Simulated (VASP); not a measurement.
BN, 4 atoms in the cell. Symmetry: P6_3/mmc, No. 194, hexagonal system. The conventional cell has a = 2.498 Å, b = 2.498 Å, c = 6.636 Å, α = 90.00°, β = 90.00°, γ = 120.00°. Within 1.9 Å of N (site symmetry -6m2) lie 3 B at 1.44 Å. B (site symmetry -6m2) has 3 N at 1.44 Å within 1.9 Å. 

* Program: VASP 6.6.1
* Task: elastic constants
* Functional: PBE
* Potentials or basis: VASP PAW PBE potentials, release 64 (N, B)
* Cutoff: 600 eV
* k mesh: 9 × 9 × 3
* Occupations: gaussian, width 0.01 eV
* Spin: no spin polarisation
* Dipole correction: no
* Ions in elastic constants: relaxed
* Further INCAR settings: ALGO = Normal; EDIFF = 1e-08; IBRION = 6; POTIM = 0.015; NSW = 1; ISIF = 3

Potentials or basis: VASP PAW PBE potentials, release 64 (N, B).

Launch:

```console
$ cat potpaw_PBE.64/N/POTCAR potpaw_PBE.64/B/POTCAR > POTCAR
$ mpirun -np 1 vasp_std > vasp.out
```

Hardware: 1 thread of Intel(R) Xeon(R) 6975P-C (Granite Rapids), on a shared host.

Q: How long does it take, and how much memory?

A: Wall time 2.8 min on 1 thread of Intel(R) Xeon(R) 6975P-C (Granite Rapids), on a shared host, peak memory 0.22 GiB. Counts: scf iterations 210, k points 24.
